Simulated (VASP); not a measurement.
**Co: single point with PBE**

The system is Co.

```
Co
1.0
    -1.79500   -3.59000   -1.79500
    -1.79500    0.00000   -1.79500
     1.79500    0.00000   -1.79500
Co
2
Cartesian
  0.0000 0.0000 0.0000
  0.0000 -1.7950 -1.7950
```

This isn't the form of Co at room conditions, which is hcp.

| Property | Result |
| --- | --- |
| Program | VASP 6.6.1 |
| Task | single point |
| Functional | PBE |
| Potentials or basis | VASP PAW PBE potentials, release 64 (Co) |
| Cutoff | 520 eV |
| k mesh | 7 × 12 × 10 |
| Occupations | gaussian, width 0.05 eV |
| Spin | collinear spin, ferromagnetic start |
| Starting moments | [3.0, 3.0] μB |
| Dipole correction | no |
| Further INCAR settings | ALGO = Normal; EDIFF = 1e-06; NBANDS = 20; ISYM = 0 |

The pressure is -10.8 GPa, the net moment is 3.41 μB per cell and the site moments are Co +1.74 μB. The valence electrons inside the program's atomic spheres are Co 8.15.

Stress tensor (GPa, compression positive):
```
-10.67  -0.23   0.13
 -0.23 -11.04  -0.23
  0.13  -0.23 -10.67
```

Levels at points of the mesh, in eV from the Fermi level:
Spin up:
| k point | band 9 | band 10 | band 11 | band 12 | band 13 | band 14 |
| --- | --- | --- | --- | --- | --- | --- |
| (0.00, 0.00, 0.00) | -1.06 | -0.68 | -0.68 | 2.39 | 8.89 | 14.22 |
| (0.00, 0.50, 0.00) | -0.93 | -0.93 | -0.26 | -0.26 | 5.55 | 5.55 |
| (0.00, 0.00, 0.50) | -1.61 | -1.61 | 0.77 | 0.77 | 11.16 | 11.16 |
| (0.00, 0.50, 0.50) | -0.68 | -0.68 | 7.50 | 7.50 | 7.50 | 7.50 |
Spin down:
```
           k point  band 6  band 7  band 8  band 9  band 10  band 11
(0.00, 0.00, 0.00)   -1.04    0.32    0.32    1.12     1.18     1.19
(0.00, 0.50, 0.00)   -1.03   -0.32   -0.32    1.04     1.05     1.05
(0.00, 0.00, 0.50)   -1.52   -0.21   -0.21    0.14     0.14     2.29
(0.00, 0.50, 0.50)   -1.96    0.18    0.18    1.19     1.19     7.99
```

It took 6.6 min on 1 thread of Oxide Virtual Turin-like Processor (shared host), peak memory 0.33 GiB.

Caveat: the cell stands under tension.
